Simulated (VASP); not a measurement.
# GaP (F-43m) in VASP: phonons with r2SCAN

Aim: the phonons of GaP with r2SCAN.

Everything below comes from runs of VASP 6.6.1. Logs are shortened: lines on timing, memory, paths and dates and some standing lists are left out, and cuts for length are marked.

### 1 The cell of the first run

Symmetry: F-43m, No. 216, cubic system. Conventional cell: a = 5.451 Å, b = 5.451 Å, c = 5.451 Å, α = 90.00°, β = 90.00°, γ = 90.00°. Ga (site symmetry -43m) has 4 P at 2.36 Å within 3.1 Å. P (site symmetry -43m) has 4 Ga at 2.36 Å within 3.1 Å.

### 2 Phonons, r2SCAN

File INCAR:

```
PREC = Accurate ; ENCUT = 520
EDIFF = 1E-8 ; ISMEAR = 0
SIGMA = 0.05 ; LREAL = False
LASPH = True ; NELM = 80
ALGO = Normal ; ISIF = 2
LWAVE = False ; LCHARG = True
METAGGA = R2SCAN ; LMIXTAU = True
IBRION = 6 ; NFREE = 2
POTIM = 0.015 ; NSW = 1
```

File KPOINTS:

```
Automatic mesh
0
Gamma
  8 8 8
```

File POSCAR:

```
GaP
1.0
    0.0000000000      2.7252500000      2.7252500000
    2.7252500000      0.0000000000      2.7252500000
    2.7252500000      2.7252500000      0.0000000000
Ga P
1 1
Direct
    0.0000000000      0.0000000000      0.0000000000
    0.7500000000      0.7500000000      0.7500000000
```

Potentials or basis: VASP PAW PBE potentials, release 64 (Ga_d, P).

On the command line:

```console
$ cat potpaw_PBE.64/Ga_d/POTCAR potpaw_PBE.64/P/POTCAR > POTCAR
$ mpirun -np 1 vasp_std > vasp.out
```

OUTCAR:

```text
PREC = Accurate
   ENCUT = 520
   EDIFF = 1E-8
   ISMEAR = 0
   LREAL = False
   LASPH = True
   NELM = 80
   ISIF = 2
   METAGGA = R2SCAN
   IBRION = 6
   NFREE = 2
   POTIM = 0.015
   NSW = 1

 ion  position               nearest neighbor table
   1  0.000  0.000  0.000-   2 2.36   2 2.36   2 2.36   2 2.36
   2  0.750  0.750  0.750-   1 2.36   1 2.36   1 2.36   1 2.36

  LATTYP: Found a face centered cubic cell.
 ALAT       =     5.4505000000

  Lattice vectors:

 A1 = (   0.0000000000,   2.7252500000,   2.7252500000)
 A2 = (   2.7252500000,   0.0000000000,   2.7252500000)
 A3 = (   2.7252500000,   2.7252500000,   0.0000000000)

Analysis of symmetry for initial positions (statically):
=====================================================================
 Subroutine PRICEL returns:
 Original cell was already a primitive cell.

 Routine SETGRP: Setting up the symmetry group for a
 face centered cubic supercell.

 Subroutine GETGRP returns: Found 24 space group operations
 (whereof 24 operations were pure point group operations)
 out of a pool of 48 trial point group operations.

The static configuration has the point symmetry T_d .

Analysis of symmetry for dynamics (positions and initial velocities):
=====================================================================
 Subroutine PRICEL returns:
 Original cell was already a primitive cell.

 Routine SETGRP: Setting up the symmetry group for a
 face centered cubic supercell.

 Subroutine GETGRP returns: Found 24 space group operations
 (whereof 24 operations were pure point group operations)
 out of a pool of 48 trial point group operations.

The dynamic configuration has the point symmetry T_d .

 Subroutine INISYM returns: Found 24 space group operations
 (whereof 24 operations are pure point group operations),
 and found     1 'primitive' translations

----------------------------------------------------------------------------------------

                                     Primitive cell

  volume of cell :      40.4808

  direct lattice vectors                    reciprocal lattice vectors
     0.000000000  2.725250000  2.725250000    -0.183469406  0.183469406  0.183469406
     2.725250000  0.000000000  2.725250000     0.183469406 -0.183469406  0.183469406
     2.725250000  2.725250000  0.000000000     0.183469406  0.183469406 -0.183469406

  length of vectors
     3.854085511  3.854085511  3.854085511     0.317778334  0.317778334  0.317778334

  position of ions in fractional coordinates (direct lattice)
     0.000000000  0.000000000  0.000000000
     0.750000000  0.750000000  0.750000000

  ion indices of the primitive-cell ions
   primitive index   ion index
                 1           1
                 2           2

----------------------------------------------------------------------------------------

 KPOINTS: Automatic mesh

Automatic generation of k-mesh.
 Grid dimensions read from file:
 generate k-points for:    8    8    8

 Generating k-lattice:

  Cartesian coordinates                     Fractional coordinates (reciprocal lattice)
    -0.022933676  0.022933676  0.022933676     0.125000000  0.000000000  0.000000000
     0.022933676 -0.022933676  0.022933676     0.000000000  0.125000000  0.000000000
     0.022933676  0.022933676 -0.022933676     0.000000000  0.000000000  0.125000000

  Length of vectors
     0.039722292  0.039722292  0.039722292
[... 55 lines left out ...]
   LREAL  =      F    real-space projection
   EDIFFG = 0.1E-06   stopping-criterion for IOM
   NSW    =     61    number of steps for IOM
   IBRION =      6    ionic relax: 0-MD 1-quasi-New 2-CG
   NFREE  =      2    steps in history (QN), initial steepest desc. (CG)
   ISIF   =      2    stress and relaxation
   ISYM   =      2    0-nonsym 1-usesym 2-fastsym
   POTIM  = 0.0150    time-step for ionic-motion
   TEBEG  =    0.0;   TEEND  =   0.0 temperature during run
   PSTRESS=    0.0 pullay stress
   NELECT =      18.0000    total number of electrons
   NUPDOWN=      -1.0000    fix difference up-down
   EMIN   =  10.00;   EMAX   =-10.00  energy-range for DOS
   EFERMI =   0.00;   METHOD = LEGACY
   ISMEAR =     0;   SIGMA  =   0.05  broadening in eV -4-tet -1-fermi 0-gaus
   EFERMI_NEDOS =   21; number of points for ismear=-14 and -15
   IALGO  =     38    algorithm
   IMIX   =      4    mixing-type and parameters
     AMIX     =   0.40;   BMIX     =  1.00
     AMIX_MAG =   1.60;   BMIX_MAG =  1.00
  volume/ion in A,a.u.               =      20.24       136.59
  Fermi-wavevector in a.u.,A,eV,Ry     =   1.249538  2.361284 21.243377  1.561344
  Thomas-Fermi vector in A             =   2.383574
   LORBIT       =      0    0 simple, 1 ext, 2 COOP (PROOUT), +10 PAW based schemes
   METAGGA = R2SCAN    functional components
   LHFCALC =     F    Hartree Fock is set to
   AEXX    =    0.0000 exact exchange contribution
   IVDW    =     0    specifies the selected vdW correction
   LEPSILON=     F    determine dielectric tensor
   LRPA    =     F    only Hartree local field effects (RPA)
 finite differences with symmetry
 non-spin polarized calculation
 Gauss-broadening in eV      SIGMA  =   0.05
  energy-cutoff  :      520.00
  volume of cell :       40.48
 maximum number of plane-waves:      1106
 NGX is ok and might be reduce to    30
   NGX = 15   NGY = 15   NGZ = 15

--------------------------------------- Ionic step        1  -------------------------------------------

 number of electron      17.9999989 magnetization

 Free energy of the ion-electron system (eV)
  ---------------------------------------------------
  ext. energy  EPLUGINS =         0.00000000
  ---------------------------------------------------
  free energy    TOTEN  =       -21.46308923 eV

  energy without entropy =      -21.46308923  energy(sigma->0) =      -21.46308923

------------------------ aborting loop because EDIFF is reached ----------------------------------------

  FORCE on cell =-STRESS in cart. coord.  units (eV):
  Direction    XX          YY          ZZ          XY          YZ          ZX
  --------------------------------------------------------------------------------------
  -------------------------------------------------------------------------------------
  Total       -0.0046933     -0.0046933     -0.0046933     -0.0000000     -0.0000000      0.0000000
  in kB       -0.1857534     -0.1857534     -0.1857534     -0.0000000     -0.0000000      0.0000000
  external PRESSURE =      -0.1857534 kB  Pullay stress =       0.0000000 kB
[... 131 lines left out ...]
--------------------------------------- Ionic step        5  -------------------------------------------

 number of electron      17.9999989 magnetization

 Free energy of the ion-electron system (eV)
  ---------------------------------------------------
  ext. energy  EPLUGINS =         0.00000000
  ---------------------------------------------------
  free energy    TOTEN  =       -21.46193435 eV

  energy without entropy =      -21.46193435  energy(sigma->0) =      -21.46193435

 E-fermi :   4.7278     XC(G=0): -10.5489

 val. band max:        4.5089302141   @ k =   0.0000   0.0000   0.0000
 cond. band min:       6.3624529482   @ k =   0.0000   0.3750   0.3750
 fundamental gap:      1.8535227341
 Fermi energy:         4.7277768415

 k-point     1 :       0.0000    0.0000    0.0000
  band No.  band energies     occupation
      1     -10.5298      2.00000
      2     -10.5279      2.00000
      3     -10.5255      2.00000
      4     -10.4139      2.00000
      5     -10.4139      2.00000
      6      -8.5594      2.00000
      7       4.4140      2.00000
      8       4.4626      2.00000
      9       4.5089      2.00000
     10       6.8061      0.00000
     11       8.6265      0.00000
     12       8.6524      0.00000
     13       8.6807      0.00000
[... 354 lines left out ...]
  band No.  band energies     occupation
      1     -10.6281      2.00000
      2     -10.4936      2.00000
      3     -10.4818      2.00000
      4     -10.4193      2.00000
      5     -10.4062      2.00000
      6      -5.9857      2.00000
      7      -2.1205      2.00000
      8       1.1774      2.00000
      9       2.4309      2.00000
     10       8.2772      0.00000
     11       9.0830      0.00000
     12      11.3984      0.00000
     13      12.8995      0.00000

 [... further k-points ...]
[... 5 lines left out ...]
  --------------------------------------------------------------------------------------
  -------------------------------------------------------------------------------------
  Total       -0.0043231     -0.0017533     -0.0017533      0.0000000     -0.1108891      0.0000000
  in kB       -0.1711015     -0.0693947     -0.0693947      0.0000000     -4.3888464      0.0000000
  external PRESSURE =      -0.1032970 kB  Pullay stress =       0.0000000 kB
[... 17 lines left out ...]
  FREE ENERGIE OF THE ION-ELECTRON SYSTEM (eV)
  ---------------------------------------------------
  free  energy   TOTEN  =       -21.4619343504 eV

  energy  without entropy=      -21.4619343504  energy(sigma->0) =      -21.46193435

 INTERNAL STRAIN TENSORS FROM DISPLACED ATOMS
 ============================================

 INTERNAL STRAIN TENSOR FOR ION    1 for displacements in x,y,z  (eV/Angst):
          X           Y           Z          XY          YZ          ZX
  --------------------------------------------------------------------------------
  x    -0.00000    -0.00000    -0.00000     0.00000    -7.24719     0.00000
  y    -0.00000    -0.00000    -0.00000     0.00000     0.00000    -7.24719
  z    -0.00000    -0.00000    -0.00000    -7.24719     0.00000     0.00000

 INTERNAL STRAIN TENSOR FOR ION    2 for displacements in x,y,z  (eV/Angst):
          X           Y           Z          XY          YZ          ZX
  --------------------------------------------------------------------------------
  x     0.00000    -0.00000    -0.00000     0.00000     7.36999     0.00000
  y    -0.00000    -0.00000    -0.00000     0.00000     0.00000     7.36999
  z    -0.00000    -0.00000     0.00000     7.36999     0.00000     0.00000

 Eigenvectors and eigenvalues of the dynamical matrix
 ----------------------------------------------------

   1 f  =   10.812463 THz    67.936709 2PiTHz  360.664944 cm-1    44.716734 meV
             X         Y         Z           dx          dy          dz
      0.000000  0.000000  0.000000     0.000000    0.556386   -0.000000
      4.087875  4.087875  4.087875     0.000000   -0.830924    0.000000
[... 21 lines left out ...]
   6 f/i=    0.023050 THz     0.144827 2PiTHz    0.768860 cm-1     0.095327 meV
             X         Y         Z           dx          dy          dz
      0.000000  0.000000  0.000000    -0.474482    0.680285   -0.050135
      4.087875  4.087875  4.087875    -0.317713    0.455518   -0.033570

 ELASTIC MODULI CONTR FROM IONIC RELAXATION (kBar)
 Direction    XX          YY          ZZ          XY          YZ          ZX
 --------------------------------------------------------------------------------
 XX          -0.0000     -0.0000     -0.0000     -0.0000     -0.0000     -0.0000
 YY          -0.0000     -0.0000     -0.0000     -0.0000     -0.0000     -0.0000
 ZZ          -0.0000     -0.0000     -0.0000     -0.0000     -0.0000     -0.0000
 XY          -0.0000     -0.0000     -0.0000   -205.6995      0.0000      0.0000
 YZ          -0.0000     -0.0000     -0.0000      0.0000   -205.6995      0.0000
 ZX          -0.0000     -0.0000     -0.0000      0.0000      0.0000   -205.6995
 --------------------------------------------------------------------------------
```

Wall time 27 min (1 thread of Intel Xeon 8259CL, shared host); peak memory 0.24 GiB.

What came out:

* Highest phonon frequency at Γ, LO-TO splitting left out: 361 cm⁻¹

Phonon frequencies in cm⁻¹ (negative: imaginary):
```tsv
q point	frequencies
(0.000, 0.000, 0.000)	-1 -1 -1 361 361 361
```

Caveat: the PAW data sets were made with another functional, which shifts forces and pressure a little.
